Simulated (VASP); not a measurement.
Wanted: the native input for a VASP 6.6.1 run.

```
Task                   : single point
Functional             : PBE
Potentials or basis    : VASP PAW PBE potentials, release 64 (Pt, Al)
Cutoff                 : 520 eV
k mesh                 : 8 × 8 × 8
Occupations            : fermi-dirac, width 0.05 eV
Spin                   : no spin polarisation
Dipole correction      : no
Further INCAR settings : ALGO = Normal; EDIFF = 1e-06; NBANDS = 15
```

The structure of Al2Pt lies in POSCAR:

```
Al2Pt
1.0
    0.0000000000      2.8166713331      2.8166713331
    2.8166713331      0.0000000000      2.8166713331
    2.8166713331      2.8166713331      0.0000000000
Pt Al
1 2
Direct
    0.0000000000      0.0000000000      0.0000000000
    0.7500000000      0.7500000000      0.7500000000
    0.2500000000      0.2500000000      0.2500000000
```

The input as run:

INCAR

```
PREC     = Accurate       # precision mode
ENCUT    = 520            # plane-wave cutoff, eV
EDIFF    = 1E-6           # SCF threshold, eV
ISMEAR   = -1             # smearing method
SIGMA    = 0.05           # smearing width, eV
LREAL    = False          # projectors in reciprocal space
LASPH    = True           # aspherical terms in the spheres
NELM     = 60             # most SCF steps
ALGO     = Normal         # electronic algorithm
ISIF     = 2              # what is computed and relaxed
LWAVE    = False          # write WAVECAR
LCHARG   = False          # write CHGCAR
GGA      = PE             # functional
NBANDS   = 15             # bands
```

KPOINTS

```
Automatic mesh
0
Gamma
  8 8 8
```

Potentials or basis: VASP PAW PBE potentials, release 64 (Pt, Al).

Command:

```sh
$ cat potpaw_PBE.64/Pt/POTCAR potpaw_PBE.64/Al/POTCAR > POTCAR
$ mpirun -np 1 vasp_std > vasp.out
```

It gave:

| Quantity | Value |
| --- | --- |
| Pressure | 29.8 GPa |
| Band gap on the k mesh | zero (band 8 reaches 13.64 eV, above the bottom of band 9 at 7.84 eV) |

Caveat: spin-orbit coupling is left out, which moves the levels of the heavy elements.

Wall time 53 s on 1 thread of AMD EPYC 7R13, on a shared host, peak memory 0.14 GiB.
